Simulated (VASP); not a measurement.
Set up this calculation in VASP 6.6.1, as the native input.

| Property | Result |
| --- | --- |
| Task | single point |
| Functional | PBE |
| Potentials or basis | VASP PAW PBE potentials, release 64 (Sn_d, Ge_d) |
| Cutoff | 520 eV |
| k mesh | 6 × 6 × 1 |
| Occupations | gaussian, width 0.1 eV |
| Spin | no spin polarisation |
| Dipole correction | no |
| Further INCAR settings | ALGO = Normal; EDIFF = 1e-07; NBANDS = 51 |

The structure of SnGe5 lies in POSCAR:

```
SnGe5
1.0
    3.2058489846      0.0000000030      0.0000000000
   -1.6029244949      2.7763466598      0.0000000000
    0.0000000000      0.0000000000     14.5649454420
Sn Ge
1 5
Direct
    0.0000000000      0.0000000000      0.0000000000
    0.6666666667      0.3333333333      0.6602259760
    0.0000000000      0.0000000000      0.5000000000
    0.3333333333      0.6666666667      0.3397740240
    0.6666666667      0.3333333333      0.1947153454
    0.3333333333      0.6666666667      0.8052846546
```

These files were run (other wordings do the same):

INCAR

```
SYSTEM = SnGe5
PREC = Accurate ; ENCUT = 520
EDIFF = 1E-7 ; ISMEAR = 0
SIGMA = 0.1 ; LREAL = .False.
LASPH = .True. ; NELM = 80
ALGO = Normal ; ISIF = 2
LWAVE = .False. ; LCHARG = .False.
GGA = PE ; NBANDS = 51
```

KPOINTS

```
Automatic mesh
0
Gamma
  6 6 1
  0 0 0
```

Potentials or basis: VASP PAW PBE potentials, release 64 (Sn_d, Ge_d).

Run with:

```sh
$ cat potpaw_PBE.64/Sn_d/POTCAR potpaw_PBE.64/Ge_d/POTCAR > POTCAR
$ mpirun -np 1 vasp_std > vasp.out
```

Results of the run:

| Item | Value |
| --- | --- |
| Pressure | 0.0 GPa |
| Largest force | 0.021 eV/Å |
| Band gap on the k mesh | zero (bands 42 and 43 overlap by 6.66 eV) |

Caveat: the k points lie up to 0.43 Å⁻¹ apart, too coarse for converged energies and pressures of a metal; spin-orbit coupling is left out, which moves the levels of the heavy elements.

Run time: 110 s on 1 thread of Intel Xeon 8259CL, on a shared host, peak memory 0.25 GiB.
